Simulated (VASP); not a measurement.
# SnO (P2_1) in VASP: notebook

SnO is run at these levels: PBE+D3(BJ); tasks: single point.

Everything below comes from runs of VASP 6.6.1. Logs are shortened: lines on timing, memory, paths and dates and some standing lists are left out, and cuts for length are marked.

## (1) The cell of the first run

It takes space group P2_1 (No. 4, monoclinic). The conventional cell has a = 2.983 Å, b = 3.907 Å, c = 5.099 Å, α = 90.00°, β = 95.15°, γ = 90.00°. Within 2.6 Å of Sn (site symmetry 1) lie 3 O at 1.95 to 2.04 Å. O (site symmetry 1) has 3 Sn at 1.95 to 2.04 Å and 4 O at 2.67 to 2.79 Å within 2.8 Å.

## (2) Single point, PBE+D3(BJ)

Input file INCAR:

```
SYSTEM = SnO
PREC = Accurate ; ENCUT = 520
EDIFF = 1E-6 ; ISMEAR = 0
SIGMA = 0.05 ; LREAL = .False.
LASPH = .True. ; NELM = 80
ALGO = Normal ; ISIF = 2
LWAVE = .False. ; LCHARG = .False.
GGA = PE ; IVDW = 12
NBANDS = 28
```

Input file KPOINTS:

```
Automatic mesh
0
Gamma
  8 6 8
  0 0 0
```

Input file POSCAR:

```
SnO
1.0
    2.9799298646     -0.1339294321      0.0000000000
   -0.2289457578      5.0940431100      0.0000000000
    0.0000000000      0.0000000000      3.9070816200
Sn O
2 2
Direct
    0.0000000000      0.2344934793      0.5273389918
    0.5000000000      0.7655065207      0.0273389918
    0.0000000000      0.8833967007      0.7226620082
    0.5000000000      0.1166032993      0.2226620082
```

Potentials or basis: VASP PAW PBE potentials, release 64 (Sn_d, O).

Launch:

```console
$ cat potpaw_PBE.64/Sn_d/POTCAR potpaw_PBE.64/O/POTCAR > POTCAR
$ mpirun -np 1 vasp_std > vasp.out
```

OUTCAR:

```text
SYSTEM = SnO
   PREC = Accurate
   ENCUT = 520
   EDIFF = 1E-6
   ISMEAR = 0
   LREAL = .False.
   LASPH = .True.
   NELM = 80
   ISIF = 2
   GGA = PE
   IVDW = 12
 IVDW          = 12

 ion  position               nearest neighbor table
   1  0.000  0.234  0.527-   3 1.95   4 1.96   4 2.04   2 3.33   2 3.33   2 3.52   2 3.52   2 3.56
                             2 3.56   2 3.75   2 3.75
   2  0.500  0.766  0.027-   4 1.95   3 1.96   3 2.04   1 3.33   1 3.33   1 3.52   1 3.52   1 3.56
                             1 3.56   1 3.75   1 3.75
   3  0.000  0.883  0.723-   1 1.95   2 1.96   2 2.04
   4  0.500  0.117  0.223-   2 1.95   1 1.96   1 2.04

  LATTYP: Found a simple monoclinic cell.
 ALAT       =     2.9829379965
 B/A-ratio  =     1.3098098669
 C/A-ratio  =     1.7094506722
 COS(beta)  =    -0.0897064382

  Lattice vectors:

 A1 = (   2.9799298646,  -0.1339294321,   0.0000000000)
 A2 = (   0.0000000000,   0.0000000000,  -3.9070816200)
 A3 = (  -0.2289457578,   5.0940431100,   0.0000000000)

Analysis of symmetry for initial positions (statically):
=====================================================================
 Subroutine PRICEL returns:
 Original cell was already a primitive cell.

 Routine SETGRP: Setting up the symmetry group for a
 simple monoclinic supercell.

 Subroutine GETGRP returns: Found  2 space group operations
 (whereof  1 operations were pure point group operations)
 out of a pool of  4 trial point group operations.

The static configuration has the point symmetry C_1 .
 The point group associated with its full space group is C_2 .

Analysis of symmetry for dynamics (positions and initial velocities):
=====================================================================
 Subroutine PRICEL returns:
 Original cell was already a primitive cell.

 Routine SETGRP: Setting up the symmetry group for a
 simple monoclinic supercell.

 Subroutine GETGRP returns: Found  2 space group operations
 (whereof  1 operations were pure point group operations)
 out of a pool of  4 trial point group operations.

The dynamic configuration has the point symmetry C_1 .
 The point group associated with its full space group is C_2 .

 Subroutine INISYM returns: Found  2 space group operations
 (whereof  1 operations are pure point group operations),
 and found     1 'primitive' translations

----------------------------------------------------------------------------------------

                                     Primitive cell

  volume of cell :      59.1893

  direct lattice vectors                    reciprocal lattice vectors
     2.979929865 -0.133929432  0.000000000     0.336257590  0.015112701  0.000000000
    -0.228945758  5.094043110  0.000000000     0.008840677  0.196705056  0.000000000
     0.000000000  0.000000000  3.907081620     0.000000000  0.000000000  0.255945511

  length of vectors
     2.982937996  5.099185363  3.907081620     0.336597030  0.196903623  0.255945511

  position of ions in fractional coordinates (direct lattice)
     0.000000000  0.234493479  0.527338992
     0.500000000  0.765506521  0.027338992
     0.000000000  0.883396701  0.722662008
     0.500000000  0.116603299  0.222662008

  ion indices of the primitive-cell ions
   primitive index   ion index
                 1           1
                 2           2
                 3           3
                 4           4

----------------------------------------------------------------------------------------

 KPOINTS: Automatic mesh

Automatic generation of k-mesh.
 Grid dimensions read from file:
 generate k-points for:    8    6    8

 Generating k-lattice:

  Cartesian coordinates                     Fractional coordinates (reciprocal lattice)
     0.042032199  0.001889088  0.000000000     0.125000000  0.000000000  0.000000000
     0.001473446  0.032784176  0.000000000     0.000000000  0.166666667  0.000000000
     0.000000000  0.000000000  0.031993189     0.000000000  0.000000000  0.125000000

  Length of vectors
     0.042074629  0.032817270  0.031993189

  Shift w.r.t. Gamma in fractional coordinates (k-lattice)
     0.000000000  0.000000000  0.000000000

 Subroutine IBZKPT returns following result:
 ===========================================

 Found    130 irreducible k-points:

 Following reciprocal coordinates:
            Coordinates               Weight
  0.000000  0.000000  0.000000      1.000000
  0.125000  0.000000  0.000000      2.000000
  0.250000  0.000000  0.000000      2.000000
  0.375000  0.000000  0.000000      2.000000
  0.500000  0.000000  0.000000      1.000000
  0.000000  0.166667  0.000000      2.000000
[... 16 lines left out ...]
  0.125000  0.500000  0.000000      2.000000
  0.250000  0.500000  0.000000      2.000000
 [... further k-points ...]
   k-points           NKPTS =    130   k-points in BZ     NKDIM =    130   number of bands    NBANDS=     28
   number of dos      NEDOS =    301   number of ions     NIONS =      4
   total plane-waves  NPLWV =  28800
   dimension x,y,z NGX =    24 NGY =   40 NGZ =   30
   dimension x,y,z NGXF=    48 NGYF=   80 NGZF=   60
   ions per type =               2   2
   NGX,Y,Z   is equivalent  to a cutoff of  13.38, 13.04, 12.76 a.u.
   NGXF,Y,Z  is equivalent  to a cutoff of  26.75, 26.08, 25.53 a.u.
 SYSTEM =  SnO
   PREC   = accura    normal or accurate (medium, high low for compatibility)
   ISTART =      0    job   : 0-new  1-cont  2-samecut
   ICHARG =      2    charge: 1-file 2-atom 10-const
   ISPIN  =      1    spin polarized calculation?
   LNONCOLLINEAR =      F non collinear calculations
   LSORBIT =      F    spin-orbit coupling
   LASPH  =      T    aspherical Exc in radial PAW
   ENCUT  =  520.0 eV  38.22 Ry    6.18 a.u.   5.55  9.48  7.26*2*pi/ulx,y,z
   NELM   =     80;   NELMIN=  2; NELMDL= -5     # of ELM steps
   EDIFF  = 0.1E-05   stopping-criterion for ELM
   LREAL  =      F    real-space projection
[... 7 lines left out ...]
   TEBEG  =    0.0;   TEEND  =   0.0 temperature during run
   PSTRESS=    0.0 pullay stress
   NELECT =      40.0000    total number of electrons
   NUPDOWN=      -1.0000    fix difference up-down
   EMIN   =  10.00;   EMAX   =-10.00  energy-range for DOS
   EFERMI =   0.00;   METHOD = LEGACY
   ISMEAR =     0;   SIGMA  =   0.05  broadening in eV -4-tet -1-fermi 0-gaus
   EFERMI_NEDOS =   21; number of points for ismear=-14 and -15
   IALGO  =     38    algorithm
   IMIX   =      4    mixing-type and parameters
     AMIX     =   0.40;   BMIX     =  1.00
     AMIX_MAG =   1.60;   BMIX_MAG =  1.00
  volume/ion in A,a.u.               =      14.80        99.86
  Fermi-wavevector in a.u.,A,eV,Ry     =   1.436637  2.714851 28.081431  2.063927
  Thomas-Fermi vector in A             =   2.555804
   LORBIT       =      0    0 simple, 1 ext, 2 COOP (PROOUT), +10 PAW based schemes
   GGA     = PE    functional components
   LHFCALC =     F    Hartree Fock is set to
   AEXX    =    0.0000 exact exchange contribution
   IVDW    =    12    specifies the selected vdW correction
   LEPSILON=     F    determine dielectric tensor
   LRPA    =     F    only Hartree local field effects (RPA)
 non-spin polarized calculation
 Gauss-broadening in eV      SIGMA  =   0.05
  energy-cutoff  :      520.00
  volume of cell :       59.19
 maximum number of plane-waves:      1616
 NGX is ok and might be reduce to    24
   NGX = 11   NGY = 19   NGZ = 15

 number of electron      39.9999993 magnetization

 Free energy of the ion-electron system (eV)
  ---------------------------------------------------
  ext. energy  EPLUGINS =         0.00000000
  ---------------------------------------------------
  free energy    TOTEN  =       -20.45315385 eV

  energy without entropy =      -20.45315385  energy(sigma->0) =      -20.45315385

 E-fermi :   9.1416     XC(G=0): -11.1239

 val. band max:        8.8549589162   @ k =   0.3750   0.5000   0.0000
 cond. band min:       9.5471331995   @ k =   0.3750   0.5000   0.0000
 fundamental gap:      0.6921742833
 Fermi energy:         9.1415822402

 k-point     1 :       0.0000    0.0000    0.0000
  band No.  band energies     occupation
      1     -13.8986      2.00000
      2     -13.0232      2.00000
      3     -12.7575      2.00000
      4     -12.6190      2.00000
      5     -12.4742      2.00000
      6     -12.4044      2.00000
[... 20 lines left out ...]
     27      19.2246      0.00000
     28      19.4620      0.00000

 k-point     2 :       0.1250    0.0000    0.0000
  band No.  band energies     occupation
      1     -13.8879      2.00000
      2     -13.1930      2.00000
      3     -12.7257      2.00000
      4     -12.5738      2.00000
      5     -12.4548      2.00000
      6     -12.4153      2.00000
[... 20 lines left out ...]
     27      19.0534      0.00000
     28      19.5215      0.00000

 k-point     3 :       0.2500    0.0000    0.0000
  band No.  band energies     occupation
      1     -13.8794      2.00000
      2     -13.4722      2.00000
      3     -12.5887      2.00000
      4     -12.5119      2.00000
      5     -12.4676      2.00000
      6     -12.4122      2.00000
[... 20 lines left out ...]
     27      18.5647      0.00000
     28      19.4090      0.00000

 k-point     4 :       0.3750    0.0000    0.0000
  band No.  band energies     occupation
      1     -13.8914      2.00000
      2     -13.6766      2.00000
      3     -12.5418      2.00000
      4     -12.5109      2.00000
      5     -12.4625      2.00000
      6     -12.4336      2.00000
[... 20 lines left out ...]
     27      17.8034      0.00000
     28      19.6507      0.00000

 k-point     5 :       0.5000    0.0000    0.0000
  band No.  band energies     occupation
      1     -13.8995      2.00000
      2     -13.7529      2.00000
      3     -12.5478      2.00000
      4     -12.4988      2.00000
      5     -12.4695      2.00000
      6     -12.4689      2.00000
[... 20 lines left out ...]
     27      18.7889      0.00000
     28      19.0255      0.00000

 k-point     6 :       0.0000    0.1667    0.0000
  band No.  band energies     occupation
      1     -13.8925      2.00000
      2     -13.0199      2.00000
      3     -12.7551      2.00000
      4     -12.6142      2.00000
      5     -12.4711      2.00000
      6     -12.4059      2.00000
[... 463 lines left out ...]
      5     -12.4558      2.00000
      6     -12.4046      2.00000
[... 20 lines left out ...]
     27      19.7082      0.00000
     28      20.6366      0.00000

 k-point    22 :       0.0000    0.5000    0.0000
  band No.  band energies     occupation
      1     -13.8738      2.00000
      2     -13.0122      2.00000
      3     -12.7461      2.00000
      4     -12.5986      2.00000
      5     -12.4614      2.00000
      6     -12.4142      2.00000
[... 20 lines left out ...]
     27      20.0868      0.00000
     28      20.4382      0.00000

 k-point    23 :       0.1250    0.5000    0.0000
  band No.  band energies     occupation
      1     -13.8675      2.00000
      2     -13.1787      2.00000
      3     -12.7347      2.00000
      4     -12.5567      2.00000
      5     -12.4536      2.00000
      6     -12.4087      2.00000
[... 20 lines left out ...]
     27      19.5516      0.00000
     28      20.4314      0.00000

 k-point    24 :       0.2500    0.5000    0.0000
  band No.  band energies     occupation
      1     -13.8701      2.00000
      2     -13.4690      2.00000
      3     -12.5954      2.00000
      4     -12.4914      2.00000
      5     -12.4690      2.00000
      6     -12.4036      2.00000
[... 20 lines left out ...]
     27      19.4402      0.00000
     28      19.9920      0.00000

 [... further k-points ...]

------------------------ aborting loop because EDIFF is reached ----------------------------------------

 Edisp (eV)   -1.11933

 E8    (eV) :    -0.4858

  FORCE on cell =-STRESS in cart. coord.  units (eV):
  Direction    XX          YY          ZZ          XY          YZ          ZX
  --------------------------------------------------------------------------------------
  -------------------------------------------------------------------------------------
  Total      14.86068    15.18643    11.27070     0.94230     0.00000     0.00000
  in kB     402.25933   411.07695   305.08326    25.50682     0.00000     0.00000
  external pressure =      372.81 kB  Pullay stress =        0.00 kB

 VOLUME and BASIS-vectors are now :
 -----------------------------------------------------------------------------
  energy-cutoff  :      520.00
  volume of cell :       59.19
      direct lattice vectors                 reciprocal lattice vectors
     2.979929865 -0.133929432  0.000000000     0.336257590  0.015112701  0.000000000
    -0.228945758  5.094043110  0.000000000     0.008840677  0.196705056  0.000000000
     0.000000000  0.000000000  3.907081620     0.000000000  0.000000000  0.255945511

 POSITION                                       TOTAL-FORCE (eV/Angst)
 -----------------------------------------------------------------------------------
     -0.05369      1.19452      2.06036         0.965598      5.055563      1.268418
      1.31471      3.83256      0.10682        -0.965598     -5.055563      1.268418
     -0.20225      4.50006      2.82350         0.580082     -1.129254     -1.268418
      1.46327      0.52702      0.86996        -0.580082      1.129254     -1.268418
 -----------------------------------------------------------------------------------
    total drift:                               -0.000000      0.000000     -0.000205

  FREE ENERGIE OF THE ION-ELECTRON SYSTEM (eV)
  ---------------------------------------------------
  free  energy   TOTEN  =       -21.5724791097 eV

  energy  without entropy=      -21.5724791097  energy(sigma->0) =      -21.57247911
```

Run time: 7.1 min. Hardware: 1 thread of Intel Xeon 8259CL, shared host; peak memory 0.31 GiB.

Results:

```
Free energy                : -21.5725 eV
Pressure                   : 37.3 GPa
Largest force              : 5.301 eV/Å
Band gap on the k mesh     : 0.69 eV
Dispersion energy per atom : -0.280 eV
```

Forces in eV/Å, atoms in the order of the input:
```
Sn   0.966  5.056  1.268
Sn  -0.966 -5.056  1.268
O    0.580 -1.129 -1.268
O   -0.580  1.129 -1.268
```

Caveat: the stress differs along the axes, from 31 to 41 GPa; semilocal functionals underestimate gaps, and a narrow one can read as zero; spin-orbit coupling is left out, which moves the levels of the heavy elements; forces of over 1 eV/Å act on the atoms, so gaps and moduli don't describe the material at rest. A k mesh can miss the band edges.

(Continued in part 2 of 2.)
